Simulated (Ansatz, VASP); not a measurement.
# One calculation of NaB, two programs

```
Na B
1.0
     0.00000    2.68387    2.68387
     2.68387    0.00000    2.68387
     2.68387    2.68387    0.00000
Na B
1 1
Direct
  0.00000 0.00000 0.00000
  0.50000 0.50000 0.50000
```

Alike in both runs: task single point; functional LDA; k mesh 18 × 18 × 18; occupations gaussian, width 0.15 eV; no spin polarisation.

|  | VASP | Ansatz |
| --- | --- | --- |
| version | VASP 6.6.1 | Ansatz 0.2.0 |
| potentials or method | VASP PAW LDA potentials, release 64 (Na_pv, B), cutoff 520 eV | scalar-relativistic, plane waves, PAW |
| valence electrons in the cell | 10 | 12 |

```tsv
	VASP	Ansatz	Ansatz less VASP
gap on the k mesh at the Fermi level (eV)	none	none	-
pressure (GPa)	-2.5	-2.5	-0.02
```

LDA's correlation is that of Perdew and Zunger in VASP and of Perdew and Wang (1992) in Ansatz. A gap of «none» marks a metal or a gap that the smearing closes. VASP's potentials hold 10 valence electrons a cell and Ansatz's 12, so a difference there can come from the potentials and not from the codes.
